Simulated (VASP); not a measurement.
# Au (P6_3/mmc) in VASP: a series of runs

Au is run at these levels: PBEsol; tasks: single point.

Everything below comes from runs of VASP 6.6.1. Logs are shortened: lines on timing, memory, paths and dates and some standing lists are left out, and cuts for length are marked.

### 1 The cell of the first run

The structure is hexagonal, space group P6_3/mmc (No. 194). The conventional cell has a = 2.856 Å, b = 2.856 Å, c = 5.026 Å, α = 90.00°, β = 90.00°, γ = 120.00°. Au (site symmetry -6m2) has 12 Au at 2.86 to 3.01 Å within 3.8 Å.

This isn't the form of Au at room conditions, which is fcc.

### 2 Single point, PBEsol (strain -0.015 along x and y, +0.030 along z)

The input, INCAR:

```
SYSTEM = Au
PREC     = Accurate       ! precision mode
ENCUT    = 520            ! plane-wave cutoff, eV
EDIFF    = 1E-7           ! SCF threshold, eV
ISMEAR   = 0              ! smearing method
SIGMA    = 0.15           ! smearing width, eV
LREAL    = .False.        ! projectors in reciprocal space
LASPH    = .True.         ! aspherical terms in the spheres
NELM     = 100            ! most SCF steps
ALGO     = Fast           ! electronic algorithm
ISIF     = 2              ! what is computed and relaxed
LWAVE    = .False.        ! write WAVECAR
LCHARG   = .False.        ! write CHGCAR
GGA      = PS             ! functional
NBANDS   = 18             ! bands
```

The input, KPOINTS:

```
Automatic mesh
0
Gamma
  18 18 10
  0 0 0
```

The input, POSCAR:

```
Au
1.0
    2.8564984343      0.0000000000      0.0000000000
   -1.4282492171      2.4738002100      0.0000000000
    0.0000000000      0.0000000000      5.0264000000
Au
2
Direct
    0.3333333333      0.6666666667      0.7500000000
    0.6666666667      0.3333333333      0.2500000000
```

Potentials or basis: VASP PAW PBE potentials, release 64 (Au).

Launch:

```sh
cat potpaw_PBE.64/Au/POTCAR > POTCAR
mpirun -np 1 vasp_std > vasp.out
```

OUTCAR:

```text
SYSTEM = Au
   PREC = Accurate
   ENCUT = 520
   EDIFF = 1E-7
   ISMEAR = 0
   LREAL = .False.
   LASPH = .True.
   NELM = 100
   ISIF = 2
   GGA = PS

 ion  position               nearest neighbor table
   1  0.333  0.667  0.750-   2 3.01   2 3.01   2 3.01   2 3.01   2 3.01   2 3.01
   2  0.667  0.333  0.250-   1 3.01   1 3.01   1 3.01   1 3.01   1 3.01   1 3.01

  LATTYP: Found a hexagonal cell.
 ALAT       =     2.8564984343
 C/A-ratio  =     1.7596368826

  Lattice vectors:

 A1 = (   2.8564984343,   0.0000000000,   0.0000000000)
 A2 = (  -1.4282492171,   2.4738002100,   0.0000000000)
 A3 = (   0.0000000000,   0.0000000000,   5.0264000000)

Analysis of symmetry for initial positions (statically):
=====================================================================
 Subroutine PRICEL returns:
 Original cell was already a primitive cell.

 Routine SETGRP: Setting up the symmetry group for a
 hexagonal supercell.

 Subroutine GETGRP returns: Found 24 space group operations
 (whereof 12 operations were pure point group operations)
 out of a pool of 24 trial point group operations.

The static configuration has the point symmetry D_3d.
 The point group associated with its full space group is D_6h.

Analysis of symmetry for dynamics (positions and initial velocities):
=====================================================================
 Subroutine PRICEL returns:
 Original cell was already a primitive cell.

 Routine SETGRP: Setting up the symmetry group for a
 hexagonal supercell.

 Subroutine GETGRP returns: Found 24 space group operations
 (whereof 12 operations were pure point group operations)
 out of a pool of 24 trial point group operations.

The dynamic configuration has the point symmetry D_3d.
 The point group associated with its full space group is D_6h.

 Subroutine INISYM returns: Found 24 space group operations
 (whereof 12 operations are pure point group operations),
 and found     1 'primitive' translations

----------------------------------------------------------------------------------------

                                     Primitive cell

  volume of cell :      35.5186

  direct lattice vectors                    reciprocal lattice vectors
     2.856498434  0.000000000  0.000000000     0.350078960  0.202118182  0.000000000
    -1.428249217  2.473800210  0.000000000     0.000000000  0.404236363  0.000000000
     0.000000000  0.000000000  5.026400000     0.000000000  0.000000000  0.198949546

  length of vectors
     2.856498434  2.856498434  5.026400000     0.404236363  0.404236363  0.198949546

  position of ions in fractional coordinates (direct lattice)
     0.333333333  0.666666667  0.750000000
     0.666666667  0.333333333  0.250000000

  ion indices of the primitive-cell ions
   primitive index   ion index
                 1           1
                 2           2

----------------------------------------------------------------------------------------

 KPOINTS: Automatic mesh

Automatic generation of k-mesh.
 Grid dimensions read from file:
 generate k-points for:   18   18   10

 Generating k-lattice:

  Cartesian coordinates                     Fractional coordinates (reciprocal lattice)
     0.019448831  0.011228788  0.000000000     0.055555556 -0.000000000  0.000000000
     0.000000000  0.022457576  0.000000000     0.000000000  0.055555556  0.000000000
     0.000000000  0.000000000  0.019894955     0.000000000  0.000000000  0.100000000

  Length of vectors
     0.022457576  0.022457576  0.019894955

  Shift w.r.t. Gamma in fractional coordinates (k-lattice)
     0.000000000  0.000000000  0.000000000

 Subroutine IBZKPT returns following result:
 ===========================================

 Found    222 irreducible k-points:

 Following reciprocal coordinates:
            Coordinates               Weight
  0.000000  0.000000  0.000000      1.000000
  0.055556  0.000000  0.000000      6.000000
  0.111111  0.000000  0.000000      6.000000
  0.166667 -0.000000  0.000000      6.000000
  0.222222  0.000000  0.000000      6.000000
  0.277778 -0.000000  0.000000      6.000000
[... 16 lines left out ...]
  0.333333  0.111111  0.000000     12.000000
  0.388889  0.111111  0.000000     12.000000
 [... further k-points ...]
   k-points           NKPTS =    222   k-points in BZ     NKDIM =    222   number of bands    NBANDS=     18
   number of dos      NEDOS =    301   number of ions     NIONS =      2
   total plane-waves  NPLWV =  23040
   dimension x,y,z NGX =    24 NGY =   24 NGZ =   40
   dimension x,y,z NGXF=    48 NGYF=   48 NGZF=   80
   ions per type =               2
   NGX,Y,Z   is equivalent  to a cutoff of  13.97, 13.97, 13.23 a.u.
   NGXF,Y,Z  is equivalent  to a cutoff of  27.94, 27.94, 26.46 a.u.
 SYSTEM =  Au
   PREC   = accura    normal or accurate (medium, high low for compatibility)
   ISTART =      0    job   : 0-new  1-cont  2-samecut
   ICHARG =      2    charge: 1-file 2-atom 10-const
   ISPIN  =      1    spin polarized calculation?
   LNONCOLLINEAR =      F non collinear calculations
   LSORBIT =      F    spin-orbit coupling
   LASPH  =      T    aspherical Exc in radial PAW
   ENCUT  =  520.0 eV  38.22 Ry    6.18 a.u.   5.31  5.31  9.35*2*pi/ulx,y,z
   NELM   =    100;   NELMIN=  2; NELMDL= -5     # of ELM steps
   EDIFF  = 0.1E-06   stopping-criterion for ELM
   LREAL  =      F    real-space projection
   EDIFFG = 0.1E-05   stopping-criterion for IOM
   NSW    =      0    number of steps for IOM
   IBRION =     -1    ionic relax: 0-MD 1-quasi-New 2-CG
   NFREE  =      0    steps in history (QN), initial steepest desc. (CG)
   ISIF   =      2    stress and relaxation
   ISYM   =      2    0-nonsym 1-usesym 2-fastsym
   POTIM  = 0.5000    time-step for ionic-motion
   TEBEG  =    0.0;   TEEND  =   0.0 temperature during run
   PSTRESS=    0.0 pullay stress
   NELECT =      22.0000    total number of electrons
   NUPDOWN=      -1.0000    fix difference up-down
   EMIN   =  10.00;   EMAX   =-10.00  energy-range for DOS
   EFERMI =   0.00;   METHOD = LEGACY
   ISMEAR =     0;   SIGMA  =   0.15  broadening in eV -4-tet -1-fermi 0-gaus
   EFERMI_NEDOS =   21; number of points for ismear=-14 and -15
   IALGO  =     68    algorithm
   IMIX   =      4    mixing-type and parameters
     AMIX     =   0.40;   BMIX     =  1.00
     AMIX_MAG =   1.60;   BMIX_MAG =  1.00
  volume/ion in A,a.u.               =      17.76       119.85
  Fermi-wavevector in a.u.,A,eV,Ry     =   1.395502  2.637117 26.496342  1.947426
  Thomas-Fermi vector in A             =   2.518948
   LORBIT       =      0    0 simple, 1 ext, 2 COOP (PROOUT), +10 PAW based schemes
   GGA     = PS    functional components
   LHFCALC =     F    Hartree Fock is set to
   AEXX    =    0.0000 exact exchange contribution
   IVDW    =     0    specifies the selected vdW correction
   LEPSILON=     F    determine dielectric tensor
   LRPA    =     F    only Hartree local field effects (RPA)
 non-spin polarized calculation
 RMM-DIIS sequential band-by-band and
 Gauss-broadening in eV      SIGMA  =   0.15
  energy-cutoff  :      520.00
  volume of cell :       35.52
 maximum number of plane-waves:       984
 NGX is ok and might be reduce to    24
   NGX = 11   NGY = 11   NGZ = 19

 number of electron      22.0000004 magnetization

 Free energy of the ion-electron system (eV)
  ---------------------------------------------------
  ext. energy  EPLUGINS =         0.00000000
  ---------------------------------------------------
  free energy    TOTEN  =        -7.79359612 eV

  energy without entropy =       -7.78515998  energy(sigma->0) =       -7.78937805

 E-fermi :   8.6425     XC(G=0): -12.6369

 val. band max:        8.6337158703   @ k =   0.3333   0.1667   0.0000
 cond. band min:       8.6428330546   @ k =   0.3333  -0.0000   0.3000
 fundamental gap:      0.0091171844
 Fermi energy:         8.6425380864

 k-point     1 :       0.0000    0.0000    0.0000
  band No.  band energies     occupation
      1      -0.8956      2.00000
      2       1.3753      2.00000
      3       3.7210      2.00000
      4       4.2034      2.00000
      5       4.2034      2.00000
      6       4.4428      2.00000
[... 10 lines left out ...]
     17      27.4006      0.00000
     18      27.4006      0.00000

 k-point     2 :       0.0556    0.0000    0.0000
  band No.  band energies     occupation
      1      -0.7960      2.00000
      2       1.4625      2.00000
      3       3.7307      2.00000
      4       4.1868      2.00000
      5       4.2694      2.00000
      6       4.4045      2.00000
[... 10 lines left out ...]
     17      26.8123      0.00000
     18      26.8292      0.00000

 k-point     3 :       0.1111    0.0000    0.0000
  band No.  band energies     occupation
      1      -0.5040      2.00000
      2       1.7090      2.00000
      3       3.7195      2.00000
      4       4.1705      2.00000
      5       4.3290      2.00000
      6       4.4636      2.00000
[... 10 lines left out ...]
     17      25.6870      0.00000
     18      26.6189      0.00000

 k-point     4 :       0.1667   -0.0000    0.0000
  band No.  band energies     occupation
      1      -0.0416      2.00000
      2       2.0547      2.00000
      3       3.6544      2.00000
      4       4.0729      2.00000
      5       4.4359      2.00000
      6       4.4443      2.00000
[... 375 lines left out ...]
      4       3.8369      2.00000
      5       4.1952      2.00000
      6       4.2985      2.00000
[... 10 lines left out ...]
     17      22.1981      0.00000
     18      24.1263      0.00000

 k-point    23 :       0.3333    0.1111    0.0000
  band No.  band energies     occupation
      1       2.1883      2.00000
      2       2.4011      2.00000
      3       2.8486      2.00000
      4       4.1850      2.00000
      5       4.2389      2.00000
      6       4.5198      2.00000
[... 10 lines left out ...]
     17      21.1440      0.00000
     18      23.5694      0.00000

 k-point    24 :       0.3889    0.1111    0.0000
  band No.  band energies     occupation
      1       2.2490      2.00000
      2       2.3138      2.00000
      3       2.7070      2.00000
      4       4.2366      2.00000
      5       4.4446      2.00000
      6       4.5039      2.00000
[... 10 lines left out ...]
     17      20.2529      0.00000
     18      23.2414      0.00000

 [... further k-points ...]
[... 5 lines left out ...]
  --------------------------------------------------------------------------------------
  -------------------------------------------------------------------------------------
  Total       -1.1267141     -1.1267141     -1.7099221     -0.0000000     -0.0000000      0.0000000
  in kB      -50.8239791    -50.8239791    -77.1314050     -0.0000000     -0.0000000      0.0000000
  external PRESSURE =     -59.5931211 kB  Pullay stress =       0.0000000 kB

 VOLUME and BASIS-vectors are now :
 -----------------------------------------------------------------------------
  energy-cutoff  :      520.00
  volume of cell :       35.52
      direct lattice vectors                 reciprocal lattice vectors
     2.856498434  0.000000000  0.000000000     0.350078960  0.202118182  0.000000000
    -1.428249217  2.473800210  0.000000000     0.000000000  0.404236363  0.000000000
     0.000000000  0.000000000  5.026400000     0.000000000  0.000000000  0.198949546

 POSITION                                       TOTAL-FORCE (eV/Angst)
 -----------------------------------------------------------------------------------
     -0.00000      1.64920      3.76980        -0.000000      0.000000      0.000000
      1.42825      0.82460      1.25660         0.000000     -0.000000      0.000000
 -----------------------------------------------------------------------------------
    total drift:                               -0.000000      0.000000     -0.000000

  FREE ENERGIE OF THE ION-ELECTRON SYSTEM (eV)
  ---------------------------------------------------
  free  energy   TOTEN  =        -7.7935961161 eV

  energy  without entropy=       -7.7851599752  energy(sigma->0) =       -7.78937805
```

Wall time 2.2 min (1 thread of Intel Xeon 8259CL, shared host); peak memory 0.25 GiB.

What came out:

| Quantity | Value |
| --- | --- |
| Free energy | -7.7936 eV |
| Pressure | -6.0 GPa |
| Band gap on the k mesh | zero (bands 11 and 12 overlap by 6.70 eV) |

Stress tensor (GPa, compression positive):
```
-5.08  0.00  0.00
 0.00 -5.08  0.00
 0.00  0.00 -7.71
```

Levels at points of the mesh, in eV from the Fermi level:
```tsv
k point	band 7	band 8	band 9	band 10	band 11	band 12	band 13	band 14	band 15	band 16
(0.00, 0.00, 0.00)	-4.20	-3.24	-3.24	-2.17	-2.17	-1.34	1.87	14.72	14.80	16.67
(0.50, 0.00, 0.00)	-3.47	-2.07	-1.72	-1.60	0.42	1.66	5.30	6.79	6.84	10.70
(0.00, 0.00, 0.50)	-4.43	-4.43	-2.57	-2.57	-2.57	-2.57	9.28	9.28	15.10	15.10
(0.50, 0.00, 0.50)	-2.41	-2.41	-1.65	-1.65	0.50	0.50	3.84	3.84	12.31	12.31
```

Caveat: the cell differs from its parent crystal (strain -0.015 along x and y, +0.030 along z); the cell stands under tension; the PAW data sets were made with another functional, which shifts forces and pressure a little; spin-orbit coupling is left out, which moves the levels of the heavy elements.

### 3 Single point, PBEsol (strain +0.015 along x and y, -0.030 along z)

The input, INCAR:

```
  PREC = Accurate
  ENCUT = 520
  EDIFF = 1E-6
  ISMEAR = 0
  SIGMA = 0.15
  LREAL = False
  LASPH = True
  NELM = 80
  ALGO = Fast
  ISIF = 2
  LWAVE = False
  LCHARG = True
  GGA = PS
  LELF = True
  LVHAR = True
  NBANDS = 18
```

The input, KPOINTS:

```
Automatic mesh
0
Gamma
  18 18 10
```

The input, POSCAR:

```
Au
1.0
    2.9434983866      0.0000000000      0.0000000000
   -1.4717491933      2.5491443788      0.0000000000
    0.0000000000      0.0000000000      4.7336000000
Au
2
Direct
    0.3333333333      0.6666666667      0.7500000000
    0.6666666667      0.3333333333      0.2500000000
```

Potentials or basis: VASP PAW PBE potentials, release 64 (Au).

Launch:

```sh
cat potpaw_PBE.64/Au/POTCAR > POTCAR
mpirun -np 1 vasp_std > vasp.out
```

Run time: 1.7 min. Hardware: 1 thread of Intel Xeon 8259CL, shared host; peak memory 0.24 GiB.

The run converged. Its results:

* Free energy: -7.7922 eV
* Pressure: -6.4 GPa
* Band gap on the k mesh: zero (bands 11 and 12 overlap by 6.55 eV)

Stress tensor (GPa, compression positive):
```
-7.36  0.00  0.00
 0.00 -7.36  0.00
 0.00  0.00 -4.54
```

Levels at points of the mesh, in eV from the Fermi level:
| k point | band 9 | band 10 | band 11 | band 12 | band 13 | band 14 |
| --- | --- | --- | --- | --- | --- | --- |
| (0.00, 0.00, 0.00) | -3.52 | -2.03 | -2.03 | -0.63 | 3.09 | 14.41 |
| (0.50, 0.00, 0.00) | -1.71 | -1.67 | 0.30 | 1.32 | 5.99 | 7.36 |
| (0.00, 0.00, 0.50) | -2.47 | -2.47 | -2.47 | -2.47 | 11.37 | 11.37 |
| (0.50, 0.00, 0.50) | -1.76 | -1.76 | 0.53 | 0.53 | 3.73 | 3.73 |

Caveat: the cell differs from its parent crystal (strain +0.015 along x and y, -0.030 along z); the cell stands under tension; the PAW data sets were made with another functional, which shifts forces and pressure a little; spin-orbit coupling is left out, which moves the levels of the heavy elements.

### 4 Single point, PBEsol (strain +0.000 along x and y, +0.015 along z)

The input, INCAR:

```
SYSTEM = Au
ALGO = Fast
EDIFF = 1E-7
ENCUT = 520
GGA = PS
ISIF = 2
ISMEAR = 0
LASPH = .True.
LCHARG = .True.
LELF = .True.
LREAL = .False.
LVHAR = .True.
LWAVE = .False.
NBANDS = 18
NELM = 100
PREC = Accurate
SIGMA = 0.15
```

The input, KPOINTS:

```
k-points
0
Gamma
  18 18 10
  0 0 0
```

The input, POSCAR:

```
Au
1.0
    2.8999984104      0.0000000000      0.0000000000
   -1.4499992052      2.5114722944      0.0000000000
    0.0000000000      0.0000000000      4.9532000000
Au
2
Direct
    0.3333333333      0.6666666667      0.7500000000
    0.6666666667      0.3333333333      0.2500000000
```

Launch:

```sh
cat potpaw_PBE.64/Au/POTCAR > POTCAR
mpirun -np 1 vasp_std > vasp.out
```

It took 2.4 min on 1 thread of Intel Xeon 8259CL, shared host; peak memory 0.25 GiB.

It converged, with:

| Quantity | Value |
| --- | --- |
| Free energy | -7.7753 eV |
| Pressure | -8.4 GPa |
| Band gap on the k mesh | zero (bands 11 and 12 overlap by 6.54 eV) |

Stress tensor (GPa, compression positive):
```
-8.24  0.00  0.00
 0.00 -8.24  0.00
 0.00  0.00 -8.65
```

Levels at points of the mesh, in eV from the Fermi level:
```csv
k point,band 8,band 9,band 10,band 11,band 12,band 13,band 14,band 15
"(0.00, 0.00, 0.00)",-3.26,-3.26,-2.09,-2.09,-1.03,2.21,14.69,15.34
"(0.50, 0.00, 0.00)",-1.92,-1.75,-1.60,0.41,1.54,5.47,6.85,6.99
"(0.00, 0.00, 0.50)",-4.29,-2.51,-2.51,-2.51,-2.51,9.87,9.87,14.97
"(0.50, 0.00, 0.50)",-2.30,-1.66,-1.66,0.57,0.57,3.72,3.72,12.71
```

Caveat: the cell differs from its parent crystal (strain +0.000 along x and y, +0.015 along z); the cell stands under tension; the PAW data sets were made with another functional, which shifts forces and pressure a little; spin-orbit coupling is left out, which moves the levels of the heavy elements.

### 5 The runs side by side

```csv
cell,further INCAR settings,gap on the mesh (eV),pressure (GPa)
"a = 2.856, b = 2.856, c = 5.026 Å, angles 90.0, 90.0, 120.0°, 2 atoms",ALGO = Fast; EDIFF = 1e-07; NBANDS = 18,none,-6.0
"a = 2.943, b = 2.943, c = 4.734 Å, angles 90.0, 90.0, 120.0°, 2 atoms",ALGO = Fast; EDIFF = 1e-06; NBANDS = 18,none,-6.4
"a = 2.900, b = 2.900, c = 4.953 Å, angles 90.0, 90.0, 120.0°, 2 atoms",ALGO = Fast; EDIFF = 1e-07; NBANDS = 18,none,-8.4
```

Alike in all rows: task single point; level PBEsol; potentials or basis VASP PAW PBE potentials, release 64 (Au); no spin polarisation; k mesh 18 × 18 × 10; cutoff (eV) 520; smearing gaussian 0.15 eV.

Caveats: the cell stands under tension; the PAW data sets were made with another functional, which shifts forces and pressure a little; spin-orbit coupling is left out, which moves the levels of the heavy elements.

Total energies depend on the potentials used, so only differences within one code and one set of settings carry meaning.
